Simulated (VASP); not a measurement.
# NaI (Cmmm) in VASP: notebook, part 3 of 3

VASP 6.6.1. Earlier steps stand in the parts before.

## (5) Relaxation of cell and atoms, PBE+D3(BJ)

INCAR

```
PREC = Accurate
ENCUT = 600
EDIFF = 1E-6
ISMEAR = 0
SIGMA = 0.02
LREAL = F
LASPH = T
NELM = 100
ALGO = Normal
ISIF = 3
LWAVE = F
LCHARG = F
GGA = PE
IVDW = 12
IBRION = 2
NSW = 100
EDIFFG = -0.01
```

KPOINTS

```
Automatic mesh
0
Gamma
  8 8 8
```

POSCAR

```
NaI
1.0
    2.3824743725     -3.3964915685      0.0000000000
    2.3824743725      3.3964915685      0.0000000000
    0.0000000000      0.0000000000      4.1047758786
Na I
1 1
Direct
    0.0000000000      0.0000000000      0.0000000000
    0.5000000000      0.5000000000      0.5000000000
```

Potentials or basis: VASP PAW PBE potentials, release 64 (Na_pv, I).

Command:

```bash
> cat potpaw_PBE.64/Na_pv/POTCAR potpaw_PBE.64/I/POTCAR > POTCAR
> mpirun -np 1 vasp_std > vasp.out
```

OUTCAR:

```text
PREC = Accurate
   ENCUT = 600
   EDIFF = 1E-6
   ISMEAR = 0
   LREAL = F
   LASPH = T
   NELM = 100
   ISIF = 3
   GGA = PE
   IVDW = 12
   IBRION = 2
   NSW = 100
   EDIFFG = -0.01
 IVDW          = 12

 ion  position               nearest neighbor table
   1  0.000  0.000  0.000-   2 3.14   2 3.14   2 3.14   2 3.14
   2  0.500  0.500  0.500-   1 3.14   1 3.14   1 3.14   1 3.14

  LATTYP: Found a base centered orthorhombic cell.
 ALAT       =     4.7649487450
 B/A-ratio  =     1.4256151536
 C/A-ratio  =     0.8614522628

  Lattice vectors:

 A1 = (   2.3824743725,  -3.3964915685,   0.0000000000)
 A2 = (   2.3824743725,   3.3964915685,   0.0000000000)
 A3 = (   0.0000000000,   0.0000000000,   4.1047758786)

Analysis of symmetry for initial positions (statically):
=====================================================================
 Subroutine PRICEL returns:
 Original cell was already a primitive cell.

 Routine SETGRP: Setting up the symmetry group for a
 base centered orthorhombic supercell.

 Subroutine GETGRP returns: Found  8 space group operations
[... 178 lines left out ...]
      3     -21.6402      2.00000
      4      -9.9987      2.00000
      5       0.8391      2.00000
      6       0.9893      2.00000
      7       1.5908      2.00000
      8       4.3535      0.00000
      9       7.3620      0.00000
     10       8.2882      0.00000
     11      10.8280      0.00000
[... 309 lines left out ...]
 k-point    24 :       0.2500    0.0000    0.1250
  band No.  band energies     occupation
      1     -21.6775      2.00000
      2     -21.6430      2.00000
      3     -21.6420      2.00000
      4      -9.8042      2.00000
      5      -0.3247      2.00000
      6       0.6806      2.00000
      7       1.2615      2.00000
      8       5.9548      0.00000
      9       7.9317      0.00000
     10       8.7251      0.00000
     11       9.7875      0.00000

 [... further k-points ...]

------------------------ aborting loop because EDIFF is reached ----------------------------------------

 Edisp (eV)   -0.51692

 E8    (eV) :    -0.2395

  FORCE on cell =-STRESS in cart. coord.  units (eV):
  Direction    XX          YY          ZZ          XY          YZ          ZX
  --------------------------------------------------------------------------------------
  -------------------------------------------------------------------------------------
  Total       0.01113    -0.01315    -0.00099     0.00000     0.00000     0.00000
  in kB       0.26835    -0.31724    -0.02399     0.00000     0.00000     0.00000
  external pressure =       -0.02 kB  Pullay stress =        0.00 kB

 VOLUME and BASIS-vectors are now :
 -----------------------------------------------------------------------------
  energy-cutoff  :      600.00
  volume of cell :       66.43
      direct lattice vectors                 reciprocal lattice vectors
     2.382474372 -3.396491569  0.000000000     0.209865846 -0.147210729  0.000000000
     2.382474372  3.396491569  0.000000000     0.209865846  0.147210729  0.000000000
     0.000000000  0.000000000  4.104775879     0.000000000  0.000000000  0.243618660

 POSITION                                       TOTAL-FORCE (eV/Angst)
 -----------------------------------------------------------------------------------
      0.00000      0.00000      0.00000         0.000000     -0.000000      0.000000
      2.38247      0.00000      2.05239        -0.000000      0.000000      0.000000
 -----------------------------------------------------------------------------------
    total drift:                                0.000000      0.000000      0.000000

  FREE ENERGIE OF THE ION-ELECTRON SYSTEM (eV)
  ---------------------------------------------------
  free  energy   TOTEN  =        -5.6290214461 eV

  energy  without entropy=       -5.6290214461  energy(sigma->0) =       -5.62902145

 reached required accuracy - stopping structural energy minimisation
```

CONTCAR:

```text
NaI
   1.00000000000000
     2.3824743724999999   -3.3964915685000001    0.0000000000000000
     2.3824743724999999    3.3964915685000001    0.0000000000000000
     0.0000000000000000    0.0000000000000000    4.1047758785999999
  Na              I
     1     1
Direct
     0.0000000000000000    0.0000000000000000    0.0000000000000000
     0.5000000000000000    0.5000000000000000    0.5000000000000000

  0.00000000E+00  0.00000000E+00  0.00000000E+00
  0.00000000E+00  0.00000000E+00  0.00000000E+00
```

Wall time 28 s (1 thread of Intel Xeon 6975P-C (Granite Rapids), shared host); peak memory 0.27 GiB.

Results:

- Free energy: -5.6290 eV
- Pressure after relaxing: 0.0 GPa
- Band gap on the k mesh: 2.49 eV, indirect (least direct gap 2.76 eV)
- Dispersion energy per atom: -0.258 eV

Final structure:
```cif
data_structure
_symmetry_space_group_name_H-M 'P 1'
_symmetry_Int_Tables_number 1
_cell_length_a 4.1488
_cell_length_b 4.1488
_cell_length_c 4.1048
_cell_angle_alpha 90.000
_cell_angle_beta 90.000
_cell_angle_gamma 109.904
_cell_volume 66.43
loop_
_atom_site_label
_atom_site_type_symbol
_atom_site_fract_x
_atom_site_fract_y
_atom_site_fract_z
_atom_site_occupancy
Na1 Na 0.00000 0.00000 0.00000 1
I1 I 0.50000 0.50000 0.50000 1
```

Levels at points of the mesh, in eV from the valence-band top:
| k point | band 3 | band 4 | band 5 | band 6 | band 7 | band 8 | band 9 | band 10 | band 11 |
| --- | --- | --- | --- | --- | --- | --- | --- | --- | --- |
| (0.00, 0.00, 0.00) | -23.51 | -11.86 | -1.03 | -0.88 | -0.27 | 2.49 | 5.50 | 6.42 | 8.96 |
| (0.50, 0.00, 0.00) | -23.51 | -11.54 | -3.19 | -0.79 | -0.58 | 4.29 | 6.33 | 6.83 | 7.80 |
| (0.50, 0.50, 0.00) | -23.51 | -11.40 | -2.81 | -1.94 | -0.37 | 3.45 | 6.43 | 7.11 | 8.27 |
| (0.00, 0.00, 0.50) | -23.50 | -11.56 | -3.31 | -0.79 | 0.00 | 4.89 | 6.30 | 7.78 | 7.80 |
| (0.50, 0.00, 0.50) | -23.51 | -11.30 | -2.62 | -2.58 | -0.46 | 3.03 | 6.14 | 7.52 | 7.96 |
| (0.50, 0.50, 0.50) | -23.51 | -11.13 | -2.40 | -2.29 | -1.62 | 3.43 | 4.72 | 5.69 | 7.38 |

Caveat: the relaxation stopped at its first step, so nothing moved; spin-orbit coupling is left out, which moves the levels of the heavy elements. A k mesh can miss the band edges.

## (6) Single point, PBE+D3(BJ)

This run uses another cell than the first one, of 37.07 Å³/atom, 1.116 times its volume.

INCAR

```
SYSTEM = NaI
PREC     = Accurate       ! precision mode
ENCUT    = 520            ! plane-wave cutoff, eV
EDIFF    = 1E-7           ! SCF threshold, eV
ISMEAR   = 0              ! smearing method
SIGMA    = 0.1            ! smearing width, eV
LREAL    = .FALSE.        ! projectors in reciprocal space
LASPH    = .TRUE.         ! aspherical terms in the spheres
NELM     = 100            ! most SCF steps
ALGO     = Normal         ! electronic algorithm
ISIF     = 2              ! what is computed and relaxed
LWAVE    = .FALSE.        ! write WAVECAR
LCHARG   = .TRUE.         ! write CHGCAR
GGA      = PE             ! functional
IVDW     = 12             ! dispersion correction
LELF     = .TRUE.         ! ELF
LVHAR    = .TRUE.       
NBANDS   = 14             ! bands
```

KPOINTS

```
regular mesh
0
G
  4 4 4
  0 0 0
```

POSCAR

```
NaI
1.0
    2.2145135000     -3.7800000000      0.0000000000
    2.2145135000      3.7800000000      0.0000000000
    0.0000000000      0.0000000000      4.4290270000
Na I
1 1
Direct
    0.0000000000      0.0000000000      0.0000000000
    0.5000000000      0.5000000000      0.5000000000
```

Potentials or basis: VASP PAW PBE potentials, release 64 (Na_pv, I).

Command:

```bash
> cat potpaw_PBE.64/Na_pv/POTCAR potpaw_PBE.64/I/POTCAR > POTCAR
> mpirun -np 1 vasp_std > vasp.out
```

OUTCAR:

```text
SYSTEM = NaI
   PREC = Accurate
   ENCUT = 520
   EDIFF = 1E-7
   ISMEAR = 0
   LREAL = .FALSE.
   LASPH = .TRUE.
   NELM = 100
   ISIF = 2
   GGA = PE
   IVDW = 12
 IVDW          = 12

 ion  position               nearest neighbor table
   1  0.000  0.000  0.000-   2 3.13   2 3.13   2 3.13   2 3.13
   2  0.500  0.500  0.500-   1 3.13   1 3.13   1 3.13   1 3.13

  LATTYP: Found a base centered orthorhombic cell.
 ALAT       =     4.4290270000
 B/A-ratio  =     1.7069211816
 C/A-ratio  =     1.0000000000

  Lattice vectors:

 A1 = (   2.2145135000,  -3.7800000000,   0.0000000000)
 A2 = (   2.2145135000,   3.7800000000,   0.0000000000)
 A3 = (   0.0000000000,   0.0000000000,   4.4290270000)

Analysis of symmetry for initial positions (statically):
=====================================================================
 Subroutine PRICEL returns:
 Original cell was already a primitive cell.

 Routine SETGRP: Setting up the symmetry group for a
 base centered orthorhombic supercell.

 Subroutine GETGRP returns: Found  8 space group operations
 (whereof  8 operations were pure point group operations)
[... 173 lines left out ...]
      4     -10.5204      2.00000
      5      -0.1092      2.00000
      6       0.3679      2.00000
      7       0.7748      2.00000
      8       3.4680      0.00000
      9       6.6663      0.00000
     10       8.7098      0.00000
     11       8.9017      0.00000
     12      10.2682      0.00000
     13      11.6486      0.00000
     14      11.6714      0.00000
[... 326 lines left out ...]
      1     -22.4474      2.00000
      2     -22.3983      2.00000
      3     -22.3916      2.00000
      4     -10.0866      2.00000
      5      -1.2356      2.00000
      6      -0.9467      2.00000
      7       0.0635      2.00000
      8       4.4482      0.00000
      9       6.4717      0.00000
     10       7.8901      0.00000
     11       8.8180      0.00000
     12      11.6169      0.00000
     13      12.3471      0.00000
     14      14.1998      0.00000

------------------------ aborting loop because EDIFF is reached ----------------------------------------

 Edisp (eV)   -0.45801

 E8    (eV) :    -0.2121

  FORCE on cell =-STRESS in cart. coord.  units (eV):
  Direction    XX          YY          ZZ          XY          YZ          ZX
  --------------------------------------------------------------------------------------
  -------------------------------------------------------------------------------------
  Total       0.14214    -0.10441    -0.80728    -0.00000     0.00000     0.00000
  in kB       3.07117    -2.25605   -17.44318    -0.00000     0.00000     0.00000
  external pressure =       -5.54 kB  Pullay stress =        0.00 kB

 VOLUME and BASIS-vectors are now :
 -----------------------------------------------------------------------------
  energy-cutoff  :      520.00
  volume of cell :       74.15
      direct lattice vectors                 reciprocal lattice vectors
     2.214513500 -3.780000000  0.000000000     0.225783225 -0.132275132  0.000000000
     2.214513500  3.780000000  0.000000000     0.225783225  0.132275132  0.000000000
     0.000000000  0.000000000  4.429027000     0.000000000  0.000000000  0.225783225

 POSITION                                       TOTAL-FORCE (eV/Angst)
 -----------------------------------------------------------------------------------
      0.00000      0.00000      0.00000        -0.000000      0.000000      0.000000
      2.21451      0.00000      2.21451         0.000000     -0.000000      0.000000
 -----------------------------------------------------------------------------------
    total drift:                                0.000000      0.000000      0.000000

  FREE ENERGIE OF THE ION-ELECTRON SYSTEM (eV)
  ---------------------------------------------------
  free  energy   TOTEN  =        -5.5773820169 eV

  energy  without entropy=       -5.5773820169  energy(sigma->0) =       -5.57738202
```

OSZICAR:

```text
N       E                     dE             d eps       ncg     rms          rms(c)
DAV:   1     0.833450524069E+02    0.83345E+02   -0.64008E+03   588   0.869E+02
DAV:   2     0.177873788313E+01   -0.81566E+02   -0.76204E+02   626   0.220E+02
DAV:   3    -0.507819816494E+01   -0.68569E+01   -0.68119E+01   786   0.617E+01
DAV:   4    -0.524969407070E+01   -0.17150E+00   -0.17146E+00   720   0.997E+00
DAV:   5    -0.525452390495E+01   -0.48298E-02   -0.48298E-02   822   0.167E+00    0.170E+00
DAV:   6    -0.513901420863E+01    0.11551E+00   -0.11583E-01   708   0.180E+00    0.113E+00
DAV:   7    -0.511438627704E+01    0.24628E-01   -0.11068E-01   732   0.159E+00    0.690E-01
DAV:   8    -0.511934236368E+01   -0.49561E-02   -0.11314E-02   636   0.729E-01    0.214E-01
DAV:   9    -0.511918371777E+01    0.15865E-03   -0.32455E-04   768   0.148E-01    0.848E-02
DAV:  10    -0.511935719275E+01   -0.17347E-03   -0.24365E-04   690   0.114E-01    0.195E-02
DAV:  11    -0.511936692977E+01   -0.97370E-05   -0.18589E-05   756   0.342E-02    0.755E-03
DAV:  12    -0.511937008787E+01   -0.31581E-05   -0.43925E-06   678   0.150E-02    0.237E-03
DAV:  13    -0.511937022101E+01   -0.13313E-06   -0.19190E-07   774   0.283E-03    0.417E-04
DAV:  14    -0.511937022441E+01   -0.34042E-08   -0.10511E-08   494   0.798E-04
   1 F= -.55773820E+01 E0= -.55773820E+01  d E =-.856325E-12
```

It took 9.8 s on 1 thread of Intel Xeon 6975P-C (Granite Rapids), shared host; peak memory 0.21 GiB.

Results:

```yaml
Free_energy: -5.5774 eV
Pressure: -0.6 GPa
Band_gap_on_the_k_mesh: 2.53 eV, indirect (least direct gap 2.69 eV)
Dispersion_energy_per_atom: -0.229 eV
```

Levels at points of the mesh, in eV from the valence-band top:
| k point | band 4 | band 5 | band 6 | band 7 | band 8 | band 9 | band 10 | band 11 |
| --- | --- | --- | --- | --- | --- | --- | --- | --- |
| (0.00, 0.00, 0.00) | -11.46 | -1.05 | -0.57 | -0.16 | 2.53 | 5.73 | 7.77 | 7.96 |
| (0.50, 0.00, 0.00) | -11.16 | -2.63 | -0.75 | -0.74 | 4.33 | 6.15 | 6.64 | 7.36 |
| (0.50, 0.50, 0.00) | -11.18 | -2.26 | -1.03 | -0.70 | 4.27 | 5.92 | 6.37 | 7.75 |
| (0.00, 0.00, 0.50) | -11.28 | -2.82 | -0.45 | 0.00 | 5.22 | 5.92 | 8.34 | 8.71 |
| (0.50, 0.00, 0.50) | -11.04 | -2.20 | -2.11 | -0.51 | 3.44 | 6.07 | 7.13 | 7.53 |
| (0.50, 0.50, 0.50) | -11.02 | -2.17 | -1.88 | -0.87 | 3.51 | 5.53 | 6.95 | 7.88 |

Caveat: spin-orbit coupling is left out, which moves the levels of the heavy elements. A k mesh can miss the band edges.

## (7) Overview

| task | cell | k mesh | cutoff (eV) | smearing | gap on the mesh (eV) | pressure (GPa) |
| --- | --- | --- | --- | --- | --- | --- |
| single point | a = 4.149, b = 4.149, c = 4.105 Å, angles 90.0, 90.0, 109.9°, 2 atoms | 6 × 6 × 6 | 520 | gaussian 0.02 eV | 2.49 | 0.0 |
| relaxation of cell and atoms | relaxed from a = 4.381, b = 4.381, c = 4.429 Å, angles 90.0, 90.0, 119.3°, 2 atoms | 6 × 6 × 6 | 600 | gaussian 0.02 eV | 2.48 | 0.0 |
| single point | a = 4.149, b = 4.149, c = 4.105 Å, angles 90.0, 90.0, 109.9°, 2 atoms | 8 × 8 × 8 | 520 | gaussian 0.02 eV | 2.49 | 0.0 |
| relaxation of cell and atoms | relaxed from a = 4.149, b = 4.149, c = 4.105 Å, angles 90.0, 90.0, 109.9°, 2 atoms | 8 × 8 × 8 | 600 | gaussian 0.02 eV | 2.49 | 0.0 |
| single point | a = 4.381, b = 4.381, c = 4.429 Å, angles 90.0, 90.0, 119.3°, 2 atoms | 4 × 4 × 4 | 520 | gaussian 0.1 eV | 2.53 | -0.6 |

Alike in all rows: level PBE+D3(BJ); potentials or basis VASP PAW PBE potentials, release 64 (Na_pv, I); no spin polarisation.

Caveats: spin-orbit coupling is left out, which moves the levels of the heavy elements; the relaxation stopped at its first step, so nothing moved (some runs).

Total energies depend on the potentials used, so only differences within one code and one set of settings carry meaning.
